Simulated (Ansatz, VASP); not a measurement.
**One calculation of TiAl3, two programs**

```
Ti Al
1.0
    -1.85202    1.99314    4.31114
     1.85202   -1.99314    4.31114
     1.85202    1.99314   -4.31114
Ti Al
1 3
Direct
  0.00000 0.00000 0.00000
  0.50000 0.50000 0.00000
  0.75000 0.25000 0.50000
  0.25000 0.75000 0.50000
```

Change from the starting cell: normal strain along x -0.0367, normal strain along y +0.0367.

Alike in both runs: task single point; functional PBE; k mesh 14 × 14 × 14; occupations gaussian, width 0.15 eV; no spin polarisation.

```csv
,VASP,Ansatz
version,VASP 6.6.1,Ansatz 0.2.0
potentials or method,"VASP PAW PBE potentials, release 64 (Ti_sv, Al), cutoff 520 eV","scalar-relativistic, plane waves, PAW"
valence electrons in the cell,21,21
```

```tsv
	VASP	Ansatz	Ansatz less VASP
gap on the k mesh at the Fermi level (eV)	none	none	-
pressure (GPa)	0.2	0.2	-0.01
traceless stress, the component that is largest in VASP (GPa)	-4.13	-4.12	+0.007
rms of the force components (eV/Å)	0.015	0.015	+0.0002
```

Atom by atom the forces differ by 0.000 eV/Å (rms over components). A gap of «none» marks a metal or a gap that the smearing closes. With one functional, cell and mesh, what is left measures potentials, basis and numerics.
